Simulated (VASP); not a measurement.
The system is Fe.

```xyz
1
Lattice="-1.4430 1.4430 1.4430 1.4430 -1.4430 1.4430 1.4430 1.4430 -1.4430" Properties=species:S:1:pos:R:3 pbc="T T T"
Fe    0.0000    0.0000    0.0000
```

| Quantity | Value |
| --- | --- |
| Program | VASP 6.6.1 |
| Task | relaxation of cell and atoms |
| Functional | r2SCAN |
| Potentials or basis | VASP PAW PBE potentials, release 64 (Fe) |
| Cutoff | 600 eV |
| k mesh | 11 × 11 × 11 |
| Occupations | gaussian, width 0.02 eV |
| Spin | collinear spin, ferromagnetic start |
| Starting moments | [3.5] μB |

At the start: pressure -5.6 GPa; volume 12.02 Å³/atom.

Where does the relaxation end?

Over 3 steps the energy falls by 6.0 meV/atom and the volume is 11.69 Å³/atom (-2.8 %); space group Im-3m (No. 229, to 0.1 Å) before and after; moment 2.61 μB per cell.

Step by step:
```csv
step,energy change (eV),largest force (eV/Å),pressure (GPa),volume (Å³)
1,0.0000,0.0000,-5.58,12.02
2,0.0027,0.0000,7.63,11.30
3,-0.0060,0.0000,0.00,11.69
```

Final structure:
```
Fe
1.0
    -1.42955    1.42955    1.42955
     1.42955   -1.42955    1.42955
     1.42955    1.42955   -1.42955
Fe
1
Direct
  0.00000 0.00000 0.00000
```

Caveat: the PAW data sets were made with another functional, which shifts forces and pressure a little.
